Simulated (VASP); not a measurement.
Input of a VASP 6.6.1 run:

The input INCAR:

```
SYSTEM = Ir
PREC     = Accurate       ! precision mode
ENCUT    = 500            ! plane-wave cutoff, eV
EDIFF    = 1E-6           ! SCF threshold, eV
ISMEAR   = -1             ! smearing method
SIGMA    = 0.15           ! smearing width, eV
LREAL    = .FALSE.        ! projectors in reciprocal space
LASPH    = .TRUE.         ! aspherical terms in the spheres
NELM     = 200            ! most SCF steps
ALGO     = Normal         ! electronic algorithm
ISIF     = 2              ! what is computed and relaxed
LWAVE    = .FALSE.        ! write WAVECAR
LCHARG   = .TRUE.         ! write CHGCAR
MAGMOM   = 0 0 0          ! initial moments
LORBIT   = 11             ! projections on sites
LSORBIT  = .TRUE.         ! spin-orbit coupling
GGA_COMPAT= .FALSE.      
LORBMOM  = .TRUE.       
LMAXMIX  = 4              ! l up to which the mixer works
GGA      = PE             ! functional
LVHAR    = .TRUE.       
NBANDS   = 20             ! bands
```

File KPOINTS:

```
Automatic mesh
0
G
  4 4 4
  0 0 0
```

POSCAR

```
Ir
1.0
    0.0000000000      1.9224103500      1.9224103500
    1.9224103500      0.0000000000      1.9224103500
    1.9224103500      1.9224103500      0.0000000000
Ir
1
Direct
    0.0000000000      0.0000000000      0.0000000000
```

Potentials or basis: VASP PAW PBE potentials, release 64 (Ir).

The run is started by

```console
$ cat potpaw_PBE.64/Ir/POTCAR > POTCAR
$ mpirun -np 1 vasp_ncl > vasp.out
```

Question: Estimate the pressure.

Answer: -0.9 GPa.

Question: What does it give for the net moment?

Answer: 0.00 μB per cell.

Moments on the atoms (μB; x, y, z):
```
Ir  0.00 0.00 0.00
```

Caveat: the k points lie up to 0.71 Å⁻¹ apart.
